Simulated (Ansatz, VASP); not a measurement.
# ZnSe in VASP and in Ansatz

File INCAR:

```
SYSTEM = ZnSe
PREC = Accurate
ENCUT = 520
EDIFF = 1E-7
ISMEAR = 0
SIGMA = 0.05
LREAL = .False.
LASPH = .True.
NELM = 100
ALGO = Normal
ISIF = 2
LWAVE = .False.
LCHARG = .False.
GGA = PS
NBANDS = 26
```

KPOINTS

```
regular mesh
0
Gamma
  8 8 6
  0 0 0
```

POSCAR

```
ZnSe
1.0
    4.1476469568      0.0000000000      0.0000000000
    0.0000000000      4.1476469568      0.0000000000
    0.0000000000      0.0000000000      5.6955264083
Zn Se
2 2
Direct
    0.0000000000      0.0000000000      0.0000000000
    0.5000000000      0.5000000000      0.0000000000
    0.0000000000      0.5000000000      0.2319924411
    0.5000000000      0.0000000000      0.7680075589
```

Input for Ansatz:

```yaml
crystal:
  lattice:
    - [4.1476469568, 0.0, 0.0]
    - [0.0, 4.1476469568, 0.0]
    - [0.0, 0.0, 5.6955264083]
  atoms:
    - { symbol: Zn, position: [0.0, 0.0, 0.0] }
    - { symbol: Zn, position: [0.5, 0.5, 0.0] }
    - { symbol: Se, position: [0.0, 0.5, 0.2319924411] }
    - { symbol: Se, position: [0.5, 0.0, 0.7680075589] }
basis:
  ecutwfc: 520.0
kpoints:
  mp_grid: { grid: [8, 8, 6] }
hamiltonian:
  xc: pbesol
  pseudopotentials: { kind: paw, azcp: { folder: soft_1 } }
scf:
  occupations: { method: gaussian, width: 0.05 }
output:
  forces: true
  stress: true
  eigenvalues: true
```

Alike in both runs: task single point; functional PBEsol; k mesh 8 × 8 × 6; occupations gaussian, width 0.05 eV; no spin polarisation.

```csv
,VASP,Ansatz
version,VASP 6.6.1,Ansatz 0.2.0
potentials or method,"VASP PAW PBE potentials, release 64 (Zn, Se), cutoff 520 eV","scalar-relativistic, plane waves, PAW"
valence electrons in the cell,36,56
```

Ansatz gave:

- gap on the k mesh at the Fermi level (eV): 1.14
- least direct gap on the mesh (eV): 1.14
- pressure (GPa): 1.9
- traceless stress, the component that is largest in VASP (GPa): 1.73
- rms of the force components (eV/Å): 0.397

Task: Estimate VASP's values.

Result: gap on the k mesh at the Fermi level (eV): 1.13; least direct gap on the mesh (eV): 1.13; pressure (GPa): 2.2; traceless stress, the component that is largest in VASP (GPa): 1.69; rms of the force components (eV/Å): 0.420.

VASP's potentials were made for PBE, not for PBEsol, and Ansatz warns of the same on its side. Atom by atom the forces differ by 0.023 eV/Å (rms over components). The functional is the same, so the differences come from potentials, cutoffs and numerics. VASP's potentials hold 36 valence electrons a cell and Ansatz's 56, so a difference there can come from the potentials and not from the codes.
